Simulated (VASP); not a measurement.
The system is B.

```
B
1.0
     1.70243    0.00000    0.00000
    -0.85122    1.47435    0.00000
     0.00000    0.00000    3.63542
B
1
Direct
  0.00000 0.00000 0.00000
```

| Property | Result |
| --- | --- |
| Program | VASP 6.6.1 |
| Task | relaxation of cell and atoms |
| Functional | r2SCAN |
| Potentials or basis | VASP PAW PBE potentials, release 64 (B) |
| Cutoff | 600 eV |
| k mesh | 13 × 13 × 6 |
| Occupations | methfessel-paxton, width 0.15 eV |
| Spin | no spin polarisation |

At the start: pressure 1.8 GPa; volume 9.12 Å³/atom.

**Question.** How do energy, volume and symmetry change on relaxing?

**Answer.** Over 10 steps the energy falls by 5.8 meV/atom and the volume is 8.71 Å³/atom (-4.5 %); space group P6/mmm (No. 191, to 0.05 Å).

Step by step:
```tsv
step	energy change (eV)	largest force (eV/Å)	pressure (GPa)	volume (Å³)
1	0.0000	0.0000	1.84	9.12
2	0.0001	0.0000	-4.55	9.26
3	-0.0015	0.0000	-1.34	9.19
4	-0.0025	0.0000	-1.32	9.12
5	-0.0051	0.0000	-1.03	8.92
6	-0.0052	0.0000	-0.25	8.51
7	-0.0057	0.0000	-0.60	8.70
8	-0.0058	0.0000	-0.71	8.73
9	-0.0049	0.0000	2.79	8.63
10	-0.0058	0.0000	0.06	8.71
```

Final structure:
```yaml
crystal:
  lattice:
    - [1.70915, 0.00000, 0.00000]
    - [-0.85458, 1.48017, 0.00000]
    - [0.00000, 0.00000, 3.44353]
  atoms:
    - { symbol: B, position: [0.00000, 0.00000, 0.00000] }
```

Caveat: the PAW data sets were made with another functional, which shifts forces and pressure a little.
